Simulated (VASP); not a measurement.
# Pt (Pm-3m) in VASP: a series of runs

Pt is run at these levels: PBE; tasks: single point.

Program: VASP 6.6.1. These are calculated values, not measurements. Logs are shortened: lines on timing, memory, paths and dates and some standing lists are left out, and cuts for length are marked.

### Step 1. The cell of the first run

The structure is cubic, space group Pm-3m (No. 221). The conventional cell has a = 2.623 Å, b = 2.623 Å, c = 2.623 Å, α = 90.00°, β = 90.00°, γ = 90.00°. Pt (site symmetry m-3m) has 6 Pt at 2.62 Å within 3.5 Å.

### Step 2. Single point, PBE

Contents of INCAR:

```
PREC = Accurate ; ENCUT = 520
EDIFF = 1E-7 ; ISMEAR = 1
SIGMA = 0.05 ; LREAL = False
LASPH = True ; NELM = 100
ALGO = Normal ; ISIF = 2
LWAVE = False ; LCHARG = True
GGA = PE ; LELF = True
LVHAR = True ; NBANDS = 11
```

Contents of KPOINTS:

```
Automatic mesh
0
Gamma
  17 17 17
```

Contents of POSCAR:

```
Pt
1.0
    2.6232789749      0.0000000000      0.0000000000
    0.0000000000      2.6232789749      0.0000000000
    0.0000000000      0.0000000000      2.6232789749
Pt
1
Direct
    0.0000000000      0.0000000000      0.0000000000
```

Potentials or basis: VASP PAW PBE potentials, release 64 (Pt).

Run with:

```console
> cat potpaw_PBE.64/Pt/POTCAR > POTCAR
> mpirun -np 1 vasp_std > vasp.out
```

OUTCAR:

```text
PREC = Accurate
   ENCUT = 520
   EDIFF = 1E-7
   ISMEAR = 1
   LREAL = False
   LASPH = True
   NELM = 100
   ISIF = 2
   GGA = PE

 ion  position               nearest neighbor table
   1  0.000  0.000  0.000-

  LATTYP: Found a simple cubic cell.
 ALAT       =     2.6232789749

  Lattice vectors:

 A1 = (   2.6232789749,   0.0000000000,   0.0000000000)
 A2 = (   0.0000000000,   2.6232789749,   0.0000000000)
 A3 = (   0.0000000000,   0.0000000000,   2.6232789749)

Analysis of symmetry for initial positions (statically):
=====================================================================
 Subroutine PRICEL returns:
 Original cell was already a primitive cell.

 Routine SETGRP: Setting up the symmetry group for a
 simple cubic supercell.

 Subroutine GETGRP returns: Found 48 space group operations
 (whereof 48 operations were pure point group operations)
 out of a pool of 48 trial point group operations.

The static configuration has the point symmetry O_h .

Analysis of symmetry for dynamics (positions and initial velocities):
=====================================================================
 Subroutine PRICEL returns:
 Original cell was already a primitive cell.

 Routine SETGRP: Setting up the symmetry group for a
 simple cubic supercell.

 Subroutine GETGRP returns: Found 48 space group operations
 (whereof 48 operations were pure point group operations)
 out of a pool of 48 trial point group operations.

The dynamic configuration has the point symmetry O_h .

 Subroutine INISYM returns: Found 48 space group operations
 (whereof 48 operations are pure point group operations),
 and found     1 'primitive' translations

----------------------------------------------------------------------------------------

                                     Primitive cell

  volume of cell :      18.0523

  direct lattice vectors                    reciprocal lattice vectors
     2.623278975  0.000000000  0.000000000     0.381202308  0.000000000  0.000000000
     0.000000000  2.623278975  0.000000000     0.000000000  0.381202308  0.000000000
     0.000000000  0.000000000  2.623278975     0.000000000  0.000000000  0.381202308

  length of vectors
     2.623278975  2.623278975  2.623278975     0.381202308  0.381202308  0.381202308

  position of ions in fractional coordinates (direct lattice)
     0.000000000  0.000000000  0.000000000

  ion indices of the primitive-cell ions
   primitive index   ion index
                 1           1

----------------------------------------------------------------------------------------

 KPOINTS: Automatic mesh

Automatic generation of k-mesh.
 Grid dimensions read from file:
 generate k-points for:   17   17   17

 Generating k-lattice:

  Cartesian coordinates                     Fractional coordinates (reciprocal lattice)
     0.022423665  0.000000000  0.000000000     0.058823529  0.000000000  0.000000000
     0.000000000  0.022423665  0.000000000     0.000000000  0.058823529  0.000000000
     0.000000000  0.000000000  0.022423665     0.000000000  0.000000000  0.058823529

  Length of vectors
     0.022423665  0.022423665  0.022423665

  Shift w.r.t. Gamma in fractional coordinates (k-lattice)
     0.000000000  0.000000000  0.000000000

 Subroutine IBZKPT returns following result:
 ===========================================

 Found    165 irreducible k-points:

 Following reciprocal coordinates:
            Coordinates               Weight
  0.000000  0.000000  0.000000      1.000000
  0.058824  0.000000  0.000000      6.000000
  0.117647  0.000000  0.000000      6.000000
  0.176471  0.000000  0.000000      6.000000
  0.235294  0.000000  0.000000      6.000000
  0.294118  0.000000  0.000000      6.000000
[... 16 lines left out ...]
  0.411765  0.117647  0.000000     24.000000
  0.470588  0.117647  0.000000     24.000000
 [... further k-points ...]
   k-points           NKPTS =    165   k-points in BZ     NKDIM =    165   number of bands    NBANDS=     11
   number of dos      NEDOS =    301   number of ions     NIONS =      1
   total plane-waves  NPLWV =   8000
   dimension x,y,z NGX =    20 NGY =   20 NGZ =   20
   dimension x,y,z NGXF=    40 NGYF=   40 NGZF=   40
   ions per type =               1
   NGX,Y,Z   is equivalent  to a cutoff of  12.67, 12.67, 12.67 a.u.
   NGXF,Y,Z  is equivalent  to a cutoff of  25.35, 25.35, 25.35 a.u.
 SYSTEM =  unknown system
   PREC   = accura    normal or accurate (medium, high low for compatibility)
   ISTART =      0    job   : 0-new  1-cont  2-samecut
   ICHARG =      2    charge: 1-file 2-atom 10-const
   ISPIN  =      1    spin polarized calculation?
   LNONCOLLINEAR =      F non collinear calculations
   LSORBIT =      F    spin-orbit coupling
   LASPH  =      T    aspherical Exc in radial PAW
   ENCUT  =  520.0 eV  38.22 Ry    6.18 a.u.   4.88  4.88  4.88*2*pi/ulx,y,z
   NELM   =    100;   NELMIN=  2; NELMDL= -5     # of ELM steps
   EDIFF  = 0.1E-06   stopping-criterion for ELM
   LREAL  =      F    real-space projection
   EDIFFG = 0.1E-05   stopping-criterion for IOM
   NSW    =      0    number of steps for IOM
   IBRION =     -1    ionic relax: 0-MD 1-quasi-New 2-CG
   NFREE  =      0    steps in history (QN), initial steepest desc. (CG)
   ISIF   =      2    stress and relaxation
   ISYM   =      2    0-nonsym 1-usesym 2-fastsym
   POTIM  = 0.5000    time-step for ionic-motion
   TEBEG  =    0.0;   TEEND  =   0.0 temperature during run
   PSTRESS=    0.0 pullay stress
   NELECT =      10.0000    total number of electrons
   NUPDOWN=      -1.0000    fix difference up-down
   EMIN   =  10.00;   EMAX   =-10.00  energy-range for DOS
   EFERMI =   0.00;   METHOD = LEGACY
   ISMEAR =     1;   SIGMA  =   0.05  broadening in eV -4-tet -1-fermi 0-gaus
   EFERMI_NEDOS =   21; number of points for ismear=-14 and -15
   IALGO  =     38    algorithm
   IMIX   =      4    mixing-type and parameters
     AMIX     =   0.40;   BMIX     =  1.00
     AMIX_MAG =   1.60;   BMIX_MAG =  1.00
  volume/ion in A,a.u.               =      18.05       121.82
  Fermi-wavevector in a.u.,A,eV,Ry     =   1.344509  2.540753 24.595309  1.807704
  Thomas-Fermi vector in A             =   2.472497
   LORBIT       =      0    0 simple, 1 ext, 2 COOP (PROOUT), +10 PAW based schemes
   GGA     = PE    functional components
   LHFCALC =     F    Hartree Fock is set to
   AEXX    =    0.0000 exact exchange contribution
   IVDW    =     0    specifies the selected vdW correction
   LEPSILON=     F    determine dielectric tensor
   LRPA    =     F    only Hartree local field effects (RPA)
 non-spin polarized calculation
 Methfessel and Paxton  Order N= 1 SIGMA  =   0.05
  energy-cutoff  :      520.00
  volume of cell :       18.05
 maximum number of plane-waves:       497
 NGX is ok and might be reduce to    20
   NGX =  9   NGY =  9   NGZ =  9

 number of electron      10.0000002 magnetization

 Free energy of the ion-electron system (eV)
  ---------------------------------------------------
  ext. energy  EPLUGINS =         0.00000000
  ---------------------------------------------------
  free energy    TOTEN  =        -5.64006329 eV

  energy without entropy =       -5.63990371  energy(sigma->0) =       -5.64001009

 E-fermi :   8.1773     XC(G=0): -12.2800

 val. band max:        8.1757477855   @ k =   0.3529   0.1765   0.1765
 cond. band min:       8.1774292995   @ k =   0.4118   0.1176   0.0588
 fundamental gap:      0.0016815140
 Fermi energy:         8.1773475958

 k-point     1 :       0.0000    0.0000    0.0000
  band No.  band energies     occupation
      1      -0.1780      2.00000
      2       2.5700      2.00000
      3       2.5700      2.00000
      4       8.4794     -0.00000
      5       8.4794     -0.00000
      6       8.4794     -0.00000
      7      23.3830      0.00000
      8      23.3830      0.00000
      9      23.3830      0.00000
     10      29.0822      0.00000
     11      31.7790      0.00000

 k-point     2 :       0.0588    0.0000    0.0000
  band No.  band energies     occupation
      1      -0.0797      2.00000
      2       2.5880      2.00000
      3       2.6564      2.00000
      4       8.3911     -0.00000
      5       8.3911     -0.00000
      6       8.4862     -0.00000
      7      22.6701      0.00000
      8      23.5577      0.00000
      9      23.5577      0.00000
     10      29.5515      0.00000
     11      31.1516      0.00000

 k-point     3 :       0.1176    0.0000    0.0000
  band No.  band energies     occupation
      1       0.1985      2.00000
      2       2.6402      2.00000
      3       2.9223      2.00000
      4       8.1470      1.84659
      5       8.1470      1.84655
      6       8.5058     -0.00000
      7      21.1423      0.00000
      8      24.0562      0.00000
      9      24.0562      0.00000
     10      29.9089      0.00000
     11      30.1119      0.00000

 k-point     4 :       0.1765    0.0000    0.0000
  band No.  band energies     occupation
      1       0.6082      2.00000
      2       2.7206      2.00000
      3       3.3851      2.00000
      4       7.7986      2.00000
      5       7.7986      2.00000
      6       8.5358     -0.00000
      7      19.4193      0.00000
      8      24.8123      0.00000
      9      24.8123      0.00000
     10      28.6000      0.00000
     11      30.2757      0.00000
[... 239 lines left out ...]
 k-point    22 :       0.3529    0.1176    0.0000
  band No.  band energies     occupation
      1       2.2918      2.00000
      2       3.3477      2.00000
      3       5.3481      2.00000
      4       6.7590      2.00000
      5       7.0975      2.00000
      6       8.3442     -0.00003
      7      15.0995      0.00000
      8      24.5157      0.00000
      9      26.3740      0.00000
     10      28.5351      0.00000
     11      30.1576      0.00000

 k-point    23 :       0.4118    0.1176    0.0000
  band No.  band energies     occupation
      1       2.5779      2.00000
      2       3.4516      2.00000
      3       5.3406      2.00000
      4       6.5336      2.00000
      5       7.9618      2.00000
      6       8.3738     -0.00000
      7      13.7483      0.00000
      8      24.8848      0.00000
      9      26.2633      0.00000
     10      28.7707      0.00000
     11      29.4578      0.00000

 k-point    24 :       0.4706    0.1176    0.0000
  band No.  band energies     occupation
      1       2.7311      2.00000
      2       3.5179      2.00000
      3       5.2506      2.00000
      4       6.4162      2.00000
      5       8.3898     -0.00000
      6       8.7705     -0.00000
      7      12.7918      0.00000
      8      24.9034      0.00000
      9      26.7536      0.00000
     10      27.6349      0.00000
     11      30.0590      0.00000

 [... further k-points ...]

------------------------ aborting loop because EDIFF is reached ----------------------------------------

  FORCE on cell =-STRESS in cart. coord.  units (eV):
  Direction    XX          YY          ZZ          XY          YZ          ZX
  --------------------------------------------------------------------------------------
  -------------------------------------------------------------------------------------
  Total       -0.0493863     -0.0493863     -0.0493863      0.0000000      0.0000000     -0.0000000
  in kB       -4.3831243     -4.3831243     -4.3831243      0.0000000      0.0000000     -0.0000000
  external PRESSURE =      -4.3831243 kB  Pullay stress =       0.0000000 kB

 VOLUME and BASIS-vectors are now :
 -----------------------------------------------------------------------------
  energy-cutoff  :      520.00
  volume of cell :       18.05
      direct lattice vectors                 reciprocal lattice vectors
     2.623278975  0.000000000  0.000000000     0.381202308  0.000000000  0.000000000
     0.000000000  2.623278975  0.000000000     0.000000000  0.381202308  0.000000000
     0.000000000  0.000000000  2.623278975     0.000000000  0.000000000  0.381202308

 POSITION                                       TOTAL-FORCE (eV/Angst)
 -----------------------------------------------------------------------------------
      0.00000      0.00000      0.00000         0.000000      0.000000      0.000000
 -----------------------------------------------------------------------------------
    total drift:                               -0.000000     -0.000000     -0.000000

  FREE ENERGIE OF THE ION-ELECTRON SYSTEM (eV)
  ---------------------------------------------------
  free  energy   TOTEN  =        -5.6400632850 eV

  energy  without entropy=       -5.6399037065  energy(sigma->0) =       -5.64001009
```

It took 36 s on 1 thread of AMD EPYC, shared host; peak memory 0.11 GiB.

Results:

```
Free energy            : -5.6401 eV
Pressure               : -0.4 GPa
Band gap on the k mesh : zero (band 5 reaches 10.09 eV, above the bottom of band 6 at 7.16 eV)
```

Caveat: spin-orbit coupling is left out, which moves the levels of the heavy elements.

### Step 3. Single point, PBE

Contents of INCAR:

```
SYSTEM = Pt
  PREC = Accurate
  ENCUT = 520
  EDIFF = 1E-6
  ISMEAR = 1
  SIGMA = 0.05
  LREAL = .FALSE.
  LASPH = .TRUE.
  NELM = 60
  ALGO = Normal
  ISIF = 2
  LWAVE = .FALSE.
  LCHARG = .TRUE.
  GGA = PE
  LELF = .TRUE.
  LVHAR = .TRUE.
  NBANDS = 11
```

Contents of KPOINTS:

```
regular mesh
0
G
  16 16 16
  0 0 0
```

POSCAR is that of step 2.

Potentials or basis: VASP PAW PBE potentials, release 64 (Pt).

Run with:

```console
> cat potpaw_PBE.64/Pt/POTCAR > POTCAR
> mpirun -np 1 vasp_std > vasp.out
```

Wall time 39 s (1 thread of AMD EPYC, shared host); peak memory 0.11 GiB.

It converged, with:

```yaml
Free_energy: -5.6439 eV
Pressure: -0.4 GPa
Band_gap_on_the_k_mesh: zero (band 5 reaches 10.23 eV, above the bottom of band 6 at 7.14 eV)
```

Levels at points of the mesh, in eV from the Fermi level:
| k point | band 1 | band 2 | band 3 | band 4 | band 5 | band 6 | band 7 | band 8 | band 9 | band 10 |
| --- | --- | --- | --- | --- | --- | --- | --- | --- | --- | --- |
| (0.00, 0.00, 0.00) | -8.40 | -5.65 | -5.65 | 0.26 | 0.26 | 0.26 | 15.16 | 15.16 | 15.16 | 20.86 |
| (0.50, 0.00, 0.00) | -5.80 | -5.08 | -1.86 | -1.86 | -0.49 | 0.47 | 4.39 | 16.49 | 19.48 | 20.96 |
| (0.50, 0.50, 0.00) | -5.79 | -4.63 | -1.47 | -1.47 | 1.87 | 4.46 | 4.46 | 9.44 | 13.36 | 21.35 |
| (0.50, 0.50, 0.50) | -4.81 | -4.81 | -4.81 | 2.01 | 2.01 | 9.96 | 9.96 | 9.96 | 9.99 | 16.47 |

Caveat: spin-orbit coupling is left out, which moves the levels of the heavy elements.
